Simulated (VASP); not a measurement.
Input of a VASP 6.6.1 run:

Contents of INCAR:

```
SYSTEM = Mo
PREC = Accurate ; ENCUT = 520
EDIFF = 1E-6 ; ISMEAR = 0
SIGMA = 0.15 ; LREAL = .FALSE.
LASPH = .TRUE. ; NELM = 60
ALGO = Fast ; ISIF = 2
LWAVE = .FALSE. ; LCHARG = .FALSE.
GGA = CA ; NBANDS = 13
```

File KPOINTS:

```
Automatic mesh
0
G
  22 22 22
  0 0 0
```

File POSCAR:

```
Mo
1.0
   -2.0371507833      1.6361489011      1.6361489011
    1.6361489011     -2.0371507833      1.6361489011
    1.6361489011      1.6361489011     -2.0371507833
Mo
1
Direct
    0.0000000000      0.0000000000      0.0000000000
```

Potentials or basis: VASP PAW LDA potentials, release 64 (Mo_sv).

Run with:

```sh
$ cat potpaw_LDA.64/Mo_sv/POTCAR > POTCAR
$ mpirun -np 1 vasp_std > vasp.out
```

Question: What does it give for the band gap on the k mesh?

Answer: Zero (bands 7 and 8 overlap by 3.91 eV).

Question: Predict the pressure.

Answer: 15.9 GPa.

Stress tensor (GPa, compression positive):
```
15.95 44.09 44.09
44.09 15.95 44.09
44.09 44.09 15.95
```

Caveat: the cell stands under pressure.
